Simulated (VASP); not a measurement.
Set up this calculation in VASP 6.6.1, as the native input.

```yaml
Task: single point
Functional: PBE
Potentials_or_basis: VASP PAW PBE potentials, release 64 (Li_sv, F)
Cutoff: 750 eV
k_mesh: 6 × 6 × 6
Occupations: gaussian, width 0.01 eV
Spin: no spin polarisation
Dipole_correction: no
Further_INCAR_settings: ALGO = Normal; EDIFF = 1e-06; NBANDS = 12
```

The structure of LiF lies in POSCAR:

```
LiF
1.0
    2.5974835637      0.0000000000      0.0000000000
    0.0000000000      2.5974835637      0.0000000000
    0.0000000000      0.0000000000      2.5974835637
Li F
1 1
Direct
    0.0000000000      0.0000000000      0.0000000000
    0.5000000000      0.5000000000      0.5000000000
```

This cell differs from its parent crystal: volume changed by +10%.

One way to write it, as run:

INCAR

```
PREC = Accurate
ENCUT = 750
EDIFF = 1E-6
ISMEAR = 0
SIGMA = 0.01
LREAL = False
LASPH = True
NELM = 120
ALGO = Normal
ISIF = 2
LWAVE = False
LCHARG = False
GGA = PE
NBANDS = 12
GGA_COMPAT = False
```

KPOINTS

```
regular mesh
0
Gamma
  6 6 6
```

Potentials or basis: VASP PAW PBE potentials, release 64 (Li_sv, F).

Launch:

```sh
$ cat potpaw_PBE.64/Li_sv/POTCAR potpaw_PBE.64/F/POTCAR > POTCAR
$ mpirun -np 1 vasp_std > vasp.out
```

Results of the run:

- Pressure: -3.2 GPa
- Band gap on the k mesh: 7.15 eV, indirect (least direct gap 7.78 eV)

Run time: 2.1 s on 1 thread of Intel(R) Xeon(R) 6975P-C (Granite Rapids) (shared host), peak memory 0.13 GiB.
